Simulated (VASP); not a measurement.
# Cl (Cmce) in VASP: notebook

The runs below take Cl through single point, relaxation of cell and atoms, with PBEsol.

Everything below comes from runs of VASP 6.6.1. Logs are shortened: lines on timing, memory, paths and dates and some standing lists are left out, and cuts for length are marked.

## 1. The cell of the first run

The structure is orthorhombic, space group Cmce (No. 64). Conventional cell: a = 6.290 Å, b = 4.500 Å, c = 8.210 Å, α = 90.00°, β = 90.00°, γ = 90.00°. Cl (site symmetry m) has 1 Cl at 2.02 Å within 2.7 Å.

## 2. Single point, PBEsol

Input file INCAR:

```
  ALGO = Normal
  EDIFF = 1E-6
  ENCUT = 520
  GGA = PS
  ISIF = 2
  ISMEAR = 0
  LASPH = True
  LCHARG = False
  LREAL = False
  LWAVE = False
  NBANDS = 22
  NELM = 80
  PREC = Accurate
  SIGMA = 0.1
```

Input file KPOINTS:

```
k-points
0
Gamma
  6 6 2
```

Input file POSCAR:

```
Cl
1.0
    3.1450000000     -2.2500000000      0.0000000000
    3.1450000000      2.2500000000      0.0000000000
    0.0000000000      0.0000000000      8.2100000000
Cl
4
Direct
    0.8700000000      0.1300000000      0.1000000000
    0.6300000000      0.3700000000      0.6000000000
    0.1300000000      0.8700000000      0.9000000000
    0.3700000000      0.6300000000      0.4000000000
```

Potentials or basis: VASP PAW PBE potentials, release 64 (Cl).

The run is started by

```sh
$ cat potpaw_PBE.64/Cl/POTCAR > POTCAR
$ mpirun -np 1 vasp_std > vasp.out
```

OUTCAR:

```text
EDIFF = 1E-6
   ENCUT = 520
   GGA = PS
   ISIF = 2
   ISMEAR = 0
   LASPH = True
   LREAL = False
   NELM = 80
   PREC = Accurate

 ion  position               nearest neighbor table
   1  0.870  0.130  0.100-   3 2.02
   2  0.630  0.370  0.600-   4 2.02
   3  0.130  0.870  0.900-   1 2.02
   4  0.370  0.630  0.400-   2 2.02

  LATTYP: Found a base centered orthorhombic cell.
 ALAT       =     4.5000000000
 B/A-ratio  =     1.3977777778
 C/A-ratio  =     1.8244444444

  Lattice vectors:

 A1 = (  -3.1450000000,  -2.2500000000,   0.0000000000)
 A2 = (   3.1450000000,  -2.2500000000,   0.0000000000)
 A3 = (   0.0000000000,   0.0000000000,   8.2100000000)

Analysis of symmetry for initial positions (statically):
=====================================================================
 Subroutine PRICEL returns:
 Original cell was already a primitive cell.

 Routine SETGRP: Setting up the symmetry group for a
 base centered orthorhombic supercell.

 Subroutine GETGRP returns: Found  8 space group operations
 (whereof  4 operations were pure point group operations)
 out of a pool of  8 trial point group operations.

The static configuration has the point symmetry C_2h.
 The point group associated with its full space group is D_2h.

Analysis of symmetry for dynamics (positions and initial velocities):
=====================================================================
 Subroutine PRICEL returns:
 Original cell was already a primitive cell.

 Routine SETGRP: Setting up the symmetry group for a
 base centered orthorhombic supercell.

 Subroutine GETGRP returns: Found  8 space group operations
 (whereof  4 operations were pure point group operations)
 out of a pool of  8 trial point group operations.

The dynamic configuration has the point symmetry C_2h.
 The point group associated with its full space group is D_2h.

 Subroutine INISYM returns: Found  8 space group operations
 (whereof  4 operations are pure point group operations),
 and found     1 'primitive' translations

----------------------------------------------------------------------------------------

                                     Primitive cell

  volume of cell :     116.1920

  direct lattice vectors                    reciprocal lattice vectors
     3.145000000 -2.250000000  0.000000000     0.158982512 -0.222222222  0.000000000
     3.145000000  2.250000000  0.000000000     0.158982512  0.222222222  0.000000000
     0.000000000  0.000000000  8.210000000     0.000000000  0.000000000  0.121802680

  length of vectors
     3.866978795  3.866978795  8.210000000     0.273236445  0.273236445  0.121802680

  position of ions in fractional coordinates (direct lattice)
     0.870000000  0.130000000  0.100000000
     0.630000000  0.370000000  0.600000000
     0.130000000  0.870000000  0.900000000
     0.370000000  0.630000000  0.400000000

  ion indices of the primitive-cell ions
   primitive index   ion index
                 1           1
                 2           2
                 3           3
                 4           4

----------------------------------------------------------------------------------------

 KPOINTS: k-points

Automatic generation of k-mesh.
 Grid dimensions read from file:
 generate k-points for:    6    6    2

 Generating k-lattice:

  Cartesian coordinates                     Fractional coordinates (reciprocal lattice)
     0.026497085 -0.037037037  0.000000000     0.166666667  0.000000000  0.000000000
     0.026497085  0.037037037  0.000000000     0.000000000  0.166666667  0.000000000
     0.000000000  0.000000000  0.060901340     0.000000000  0.000000000  0.500000000

  Length of vectors
     0.045539408  0.045539408  0.060901340

  Shift w.r.t. Gamma in fractional coordinates (k-lattice)
     0.000000000  0.000000000  0.000000000

 Subroutine IBZKPT returns following result:
 ===========================================

 Found     26 irreducible k-points:

 Following reciprocal coordinates:
            Coordinates               Weight
  0.000000  0.000000  0.000000      1.000000
  0.166667  0.000000  0.000000      4.000000
  0.333333 -0.000000  0.000000      4.000000
  0.500000  0.000000  0.000000      2.000000
  0.166667  0.166667  0.000000      2.000000
  0.333333  0.166667  0.000000      4.000000
[... 16 lines left out ...]
  0.333333  0.333333  0.500000      2.000000
  0.500000  0.333333  0.500000      4.000000
 [... further k-points ...]
   k-points           NKPTS =     26   k-points in BZ     NKDIM =     26   number of bands    NBANDS=     22
   number of dos      NEDOS =    301   number of ions     NIONS =      4
   total plane-waves  NPLWV =  57600
   dimension x,y,z NGX =    30 NGY =   30 NGZ =   64
   dimension x,y,z NGXF=    60 NGYF=   60 NGZF=  128
   ions per type =               4
   NGX,Y,Z   is equivalent  to a cutoff of  12.90, 12.90, 12.96 a.u.
   NGXF,Y,Z  is equivalent  to a cutoff of  25.79, 25.79, 25.92 a.u.
 SYSTEM =  unknown system
   PREC   = accura    normal or accurate (medium, high low for compatibility)
   ISTART =      0    job   : 0-new  1-cont  2-samecut
   ICHARG =      2    charge: 1-file 2-atom 10-const
   ISPIN  =      1    spin polarized calculation?
   LNONCOLLINEAR =      F non collinear calculations
   LSORBIT =      F    spin-orbit coupling
   LASPH  =      T    aspherical Exc in radial PAW
   ENCUT  =  520.0 eV  38.22 Ry    6.18 a.u.   7.19  7.19 15.27*2*pi/ulx,y,z
   NELM   =     80;   NELMIN=  2; NELMDL= -5     # of ELM steps
   EDIFF  = 0.1E-05   stopping-criterion for ELM
   LREAL  =      F    real-space projection
   EDIFFG = 0.1E-04   stopping-criterion for IOM
   NSW    =      0    number of steps for IOM
   IBRION =     -1    ionic relax: 0-MD 1-quasi-New 2-CG
   NFREE  =      0    steps in history (QN), initial steepest desc. (CG)
   ISIF   =      2    stress and relaxation
   ISYM   =      2    0-nonsym 1-usesym 2-fastsym
   POTIM  = 0.5000    time-step for ionic-motion
   TEBEG  =    0.0;   TEEND  =   0.0 temperature during run
   PSTRESS=    0.0 pullay stress
   NELECT =      28.0000    total number of electrons
   NUPDOWN=      -1.0000    fix difference up-down
   EMIN   =  10.00;   EMAX   =-10.00  energy-range for DOS
   EFERMI =   0.00;   METHOD = LEGACY
   ISMEAR =     0;   SIGMA  =   0.10  broadening in eV -4-tet -1-fermi 0-gaus
   EFERMI_NEDOS =   21; number of points for ismear=-14 and -15
   IALGO  =     38    algorithm
   IMIX   =      4    mixing-type and parameters
     AMIX     =   0.40;   BMIX     =  1.00
     AMIX_MAG =   1.60;   BMIX_MAG =  1.00
  volume/ion in A,a.u.               =      29.05       196.03
  Fermi-wavevector in a.u.,A,eV,Ry     =   1.018753  1.925163 14.120900  1.037857
  Thomas-Fermi vector in A             =   2.152228
   LORBIT       =      0    0 simple, 1 ext, 2 COOP (PROOUT), +10 PAW based schemes
   GGA     = PS    functional components
   LHFCALC =     F    Hartree Fock is set to
   AEXX    =    0.0000 exact exchange contribution
   IVDW    =     0    specifies the selected vdW correction
   LEPSILON=     F    determine dielectric tensor
   LRPA    =     F    only Hartree local field effects (RPA)
 non-spin polarized calculation
 Gauss-broadening in eV      SIGMA  =   0.10
  energy-cutoff  :      520.00
  volume of cell :      116.19
 maximum number of plane-waves:      3157
 NGX is ok and might be reduce to    30
   NGX = 15   NGY = 15   NGZ = 31

 number of electron      27.9999999 magnetization

 Free energy of the ion-electron system (eV)
  ---------------------------------------------------
  ext. energy  EPLUGINS =         0.00000000
  ---------------------------------------------------
  free energy    TOTEN  =        -7.96647146 eV

  energy without entropy =       -7.96647146  energy(sigma->0) =       -7.96647146

 E-fermi :  -0.1742     XC(G=0):  -7.9188

 val. band max:       -0.6364774382   @ k =   0.5000   0.5000   0.0000
 cond. band min:       1.8427495231   @ k =   0.0000   0.0000   0.0000
 fundamental gap:      2.4792269613
 Fermi energy:        -0.1742189848

 k-point     1 :       0.0000    0.0000    0.0000
  band No.  band energies     occupation
      1     -17.2294      2.00000
      2     -17.0244      2.00000
      3     -13.2235      2.00000
      4     -12.6748      2.00000
      5      -5.9691      2.00000
      6      -5.1530      2.00000
[... 14 lines left out ...]
     21       9.4595      0.00000
     22       9.7811      0.00000

 k-point     2 :       0.1667    0.0000    0.0000
  band No.  band energies     occupation
      1     -17.1810      2.00000
      2     -17.0013      2.00000
      3     -13.1911      2.00000
      4     -12.7203      2.00000
      5      -5.9625      2.00000
      6      -5.2135      2.00000
[... 14 lines left out ...]
     21       9.3134      0.00000
     22       9.8957      0.00000

 k-point     3 :       0.3333   -0.0000    0.0000
  band No.  band energies     occupation
      1     -17.0706      2.00000
      2     -16.9642      2.00000
      3     -13.1050      2.00000
      4     -12.8388      2.00000
      5      -5.9072      2.00000
      6      -5.4174      2.00000
[... 14 lines left out ...]
     21       9.7663      0.00000
     22      10.5157      0.00000
[... 476 lines left out ...]
 k-point    23 :       0.3333    0.3333    0.5000
  band No.  band energies     occupation
      1     -16.9780      2.00000
      2     -16.9780      2.00000
      3     -12.8962      2.00000
      4     -12.8962      2.00000
      5      -5.6122      2.00000
      6      -5.6122      2.00000
[... 14 lines left out ...]
     21       9.8258      0.00000
     22       9.8258      0.00000

 k-point    24 :       0.5000    0.3333    0.5000
  band No.  band energies     occupation
      1     -16.9387      2.00000
      2     -16.9387      2.00000
      3     -12.9044      2.00000
      4     -12.9044      2.00000
      5      -5.6049      2.00000
      6      -5.6049      2.00000
[... 14 lines left out ...]
     21       9.6913      0.00000
     22       9.6913      0.00000

 [... further k-points ...]

------------------------ aborting loop because EDIFF is reached ----------------------------------------

  FORCE on cell =-STRESS in cart. coord.  units (eV):
  Direction    XX          YY          ZZ          XY          YZ          ZX
  --------------------------------------------------------------------------------------
  -------------------------------------------------------------------------------------
  Total        0.1008349     -1.0243190     -1.5976556      0.0000000     -0.0000000      0.0000000
  in kB        1.3904172    -14.1243825    -22.0301489      0.0000000     -0.0000000      0.0000000
  external PRESSURE =     -11.5880381 kB  Pullay stress =       0.0000000 kB

 VOLUME and BASIS-vectors are now :
 -----------------------------------------------------------------------------
  energy-cutoff  :      520.00
  volume of cell :      116.19
      direct lattice vectors                 reciprocal lattice vectors
     3.145000000 -2.250000000  0.000000000     0.158982512 -0.222222222  0.000000000
     3.145000000  2.250000000  0.000000000     0.158982512  0.222222222  0.000000000
     0.000000000  0.000000000  8.210000000     0.000000000  0.000000000  0.121802680

 POSITION                                       TOTAL-FORCE (eV/Angst)
 -----------------------------------------------------------------------------------
      3.14500     -1.66500      0.82100         0.000000     -0.247627     -0.182532
      3.14500     -0.58500      4.92600         0.000000      0.247627     -0.182532
      3.14500      1.66500      7.38900         0.000000      0.247627      0.182532
      3.14500      0.58500      3.28400         0.000000     -0.247627      0.182532
 -----------------------------------------------------------------------------------
    total drift:                                0.000000     -0.000000     -0.000000

  FREE ENERGIE OF THE ION-ELECTRON SYSTEM (eV)
  ---------------------------------------------------
  free  energy   TOTEN  =        -7.9664714640 eV

  energy  without entropy=       -7.9664714640  energy(sigma->0) =       -7.96647146
```

It took 28 s on 1 thread of AMD EPYC 9R45 (Zen 5), shared host; peak memory 0.2 GiB.

Results:

```yaml
Free_energy: -7.9665 eV
Pressure: -1.2 GPa
Largest_force: 0.308 eV/Å
Band_gap_on_the_k_mesh: 2.48 eV (least direct gap 2.54 eV)
```

Forces in eV/Å, atoms in the order of the input:
```
Cl   0.000 -0.248 -0.183
Cl   0.000  0.248 -0.183
Cl   0.000  0.248  0.183
Cl   0.000 -0.248  0.183
```

Caveat: this functional lacks dispersion, which holds the molecules together, so the pressure and a relaxed volume are unreliable; the PAW data sets were made with another functional, which shifts forces and pressure a little.

## 3. Single point, PBEsol

This run uses another cell than the first one, of 26.77 Å³/atom.

Input file INCAR:

```
SYSTEM = Cl
PREC     = Accurate       ! precision mode
ENCUT    = 520            ! plane-wave cutoff, eV
EDIFF    = 1E-6           ! SCF threshold, eV
ISMEAR   = 0              ! smearing method
SIGMA    = 0.02           ! smearing width, eV
LREAL    = .FALSE.        ! projectors in reciprocal space
LASPH    = .TRUE.         ! aspherical terms in the spheres
NELM     = 80             ! most SCF steps
ALGO     = Normal         ! electronic algorithm
ISIF     = 2              ! what is computed and relaxed
LWAVE    = .FALSE.        ! write WAVECAR
LCHARG   = .TRUE.         ! write CHGCAR
GGA      = PS             ! functional
LELF     = .TRUE.         ! ELF
LVHAR    = .TRUE.       
NBANDS   = 22             ! bands
```

Input file KPOINTS:

```
Automatic mesh
0
G
  8 8 4
  0 0 0
```

Input file POSCAR:

```
Cl
1.0
    3.4479974032     -1.9407094235      0.0000000000
    3.4479974032      1.9407094235      0.0000000000
    0.0000000000      0.0000000000      8.0001439379
Cl
4
Direct
    0.8732862443      0.1267137557      0.1112271532
    0.6267137557      0.3732862443      0.6112271532
    0.1267137557      0.8732862443      0.8887728468
    0.3732862443      0.6267137557      0.3887728468
```

Potentials or basis: VASP PAW PBE potentials, release 64 (Cl).

The run is started by

```sh
$ cat potpaw_PBE.64/Cl/POTCAR > POTCAR
$ mpirun -np 1 vasp_std > vasp.out
```

Run time: 67 s. Hardware: 1 thread of AMD EPYC 9R45 (Zen 5), shared host; peak memory 0.23 GiB.

It converged, with:

| Property | Result |
| --- | --- |
| Free energy | -8.0587 eV |
| Pressure | -0.3 GPa |
| Largest force | 0.144 eV/Å |
| Band gap on the k mesh | 2.07 eV |

Forces in eV/Å, atoms in the order of the input:
```
Cl   0.000 -0.066 -0.129
Cl   0.000  0.066 -0.129
Cl   0.000  0.066  0.129
Cl   0.000 -0.066  0.129
```

Stress tensor (GPa, compression positive):
```
-0.04  0.00  0.00
 0.00 -0.17  0.00
 0.00  0.00 -0.58
```

Levels at points of the mesh, in eV from the valence-band top:
```csv
k point,band 12,band 13,band 14,band 15,band 16,band 17
"(0.00, 0.00, 0.00)",-0.47,-0.47,0.00,2.07,3.06,6.38
"(0.50, 0.00, 0.00)",-1.11,-0.56,-0.56,2.96,2.96,7.63
"(0.50, 0.50, 0.00)",-1.32,-0.51,-0.21,2.12,2.94,8.05
"(0.00, 0.00, 0.50)",-1.02,-0.22,-0.22,2.48,2.48,6.87
"(0.50, 0.00, 0.50)",-0.72,-0.18,-0.18,2.50,2.50,7.95
"(0.50, 0.50, 0.50)",-1.09,-0.87,-0.87,2.46,2.46,8.88
```

Caveat: this functional lacks dispersion, which holds the molecules together, so the pressure and a relaxed volume are unreliable; the PAW data sets were made with another functional, which shifts forces and pressure a little. A k mesh can miss the band edges.

(Part 1 of 2 ends here.)
